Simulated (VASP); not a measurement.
Ti, 2 atoms in the cell. Symmetry: Im-3m, No. 229, cubic system. Conventional cell: a = 3.187 Å, b = 3.187 Å, c = 3.187 Å, α = 90.00°, β = 90.00°, γ = 90.00°. Ti (site symmetry m-3m) has 14 Ti at 2.76 to 3.19 Å within 3.6 Å. This isn't the form of Ti at room conditions, which is hcp. This cell differs from its parent crystal: equal strain along all axes, cell held: -2.0 %.

| Item | Value |
| --- | --- |
| Program | VASP 6.6.1 |
| Task | single point |
| Functional | r2SCAN |
| Potentials or basis | VASP PAW PBE potentials, release 64 (Ti_sv) |
| Cutoff | 520 eV |
| k mesh | 16 × 16 × 16 |
| Occupations | gaussian, width 0.1 eV |
| Spin | no spin polarisation |
| Dipole correction | no |
| Further INCAR settings | ALGO = Normal; EDIFF = 1e-07; NBANDS = 19 |

Potentials or basis: VASP PAW PBE potentials, release 64 (Ti_sv).

Run with:

```sh
$ cat potpaw_PBE.64/Ti_sv/POTCAR > POTCAR
$ cp INCAR.step1 INCAR
$ mpirun -np 1 vasp_std > vasp.out
$ cp INCAR.step2 INCAR
$ mpirun -np 1 vasp_std > vasp.out
```

Hardware: 1 thread of Intel Xeon 8259CL, with other jobs on the host.

**Question.** Estimate the wall time of this run.

**Answer.** Wall time 5.9 min on 1 thread of Intel Xeon 8259CL (shared host), peak memory 0.21 GiB. Counts: k points 165.
